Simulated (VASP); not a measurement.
A run of VASP 6.6.1 is set up as follows.

POSCAR

```
ScAlN2
1.0
    1.5184655394      0.8766864879      4.9153867990
   -1.5184655394      0.8766864879      4.9153867990
    0.0000000000     -1.7533729759      4.9153867990
Sc Al N
1 1 2
Direct
    1.0000000000      0.0000000000      0.0000000000
    0.5000000000      0.5000000000      0.5000000000
    0.2433103314      0.2433103314      0.2433103314
    0.7566896686      0.7566896686      0.7566896686
```

File INCAR.step1:

```
PREC     = Accurate       # precision mode
ENCUT    = 1460           # plane-wave cutoff, eV
ISMEAR   = 0              # smearing method
SIGMA    = 0.01           # smearing width, eV
LREAL    = False          # projectors in reciprocal space
LASPH    = True           # aspherical terms in the spheres
NELM     = 120            # most SCF steps
NBANDS   = 20             # bands
GGA      = PE             # functional
ALGO     = Normal         # electronic algorithm
EDIFF    = 1E-5           # SCF threshold, eV
LWAVE    = True           # write WAVECAR
LCHARG   = False          # write CHGCAR
GGA_COMPAT= False
```

The input INCAR.step2:

```
PREC     = Accurate       # precision mode
ENCUT    = 1460           # plane-wave cutoff, eV
EDIFF    = 1E-6           # SCF threshold, eV
ISMEAR   = 0              # smearing method
SIGMA    = 0.01           # smearing width, eV
LREAL    = False          # projectors in reciprocal space
LASPH    = True           # aspherical terms in the spheres
NELM     = 120            # most SCF steps
ALGO     = Normal         # electronic algorithm
ISIF     = 2              # what is computed and relaxed
LWAVE    = False          # write WAVECAR
LCHARG   = True           # write CHGCAR
METAGGA  = R2SCAN         # meta-GGA
LMIXTAU  = True         
LELF     = True           # ELF
LVHAR    = True         
NBANDS   = 20             # bands
ISTART   = 1            
GGA_COMPAT= False
```

Contents of KPOINTS:

```
regular mesh
0
Gamma
  8 8 8
```

Potentials or basis: VASP PAW PBE potentials, release 64 (Sc_sv, Al, N_h).

The run is started by

```sh
$ cat potpaw_PBE.64/Sc_sv/POTCAR potpaw_PBE.64/Al/POTCAR potpaw_PBE.64/N_h/POTCAR > POTCAR
$ cp INCAR.step1 INCAR
$ mpirun -np 1 vasp_std > vasp.out
$ cp INCAR.step2 INCAR
$ mpirun -np 1 vasp_std > vasp.out
```

**Question.** Estimate the largest force.

**Answer.** 0.119 eV/Å.

**Question.** Estimate the band gap on the k mesh.

**Answer.** 1.18 eV (least direct gap 3.08 eV).

**Question.** Predict the pressure.

**Answer.** 0.8 GPa.

Stress tensor (GPa, compression positive):
```
0.71 0.00 0.00
0.00 0.71 0.00
0.00 0.00 0.93
```

Caveat: the PAW data sets were made with another functional, which shifts forces and pressure a little. A k mesh can miss the band edges.
